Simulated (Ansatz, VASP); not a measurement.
## Two plane-wave programs on AlRu

```
Al Ru
1.0
     2.97631    0.00000    0.00000
     0.00000    2.97631    0.00000
     0.00000    0.00000    2.97631
Al Ru
1 1
Cartesian
  0.0000 0.0000 0.0000
  1.4882 1.4882 1.4882
```

Alike in both runs: functional PBEsol; k mesh 14 × 14 × 14; occupations gaussian, width 0.1 eV; no spin polarisation.

Ansatz relaxed the structure, and its values are those at the end. VASP's run is a single point on that final structure, the one shown.

|  | VASP | Ansatz |
| --- | --- | --- |
| version | VASP 6.6.1 | Ansatz 0.2.0 |
| potentials or method | VASP PAW PBE potentials, release 64 (Al, Ru_pv), cutoff 520 eV | scalar-relativistic, plane waves, PAW |
| valence electrons in the cell | 17 | 19 |

|  | VASP | Ansatz | Ansatz less VASP |
| --- | --- | --- | --- |
| gap on the k mesh at the Fermi level (eV) | none | none | - |
| pressure (GPa) | 0.1 | 0.0 | -0.07 |

VASP's potentials were made for PBE, not for PBEsol. A gap of «none» marks a metal or a gap that the smearing closes. VASP's potentials hold 17 valence electrons a cell and Ansatz's 19, so a difference there can come from the potentials and not from the codes.
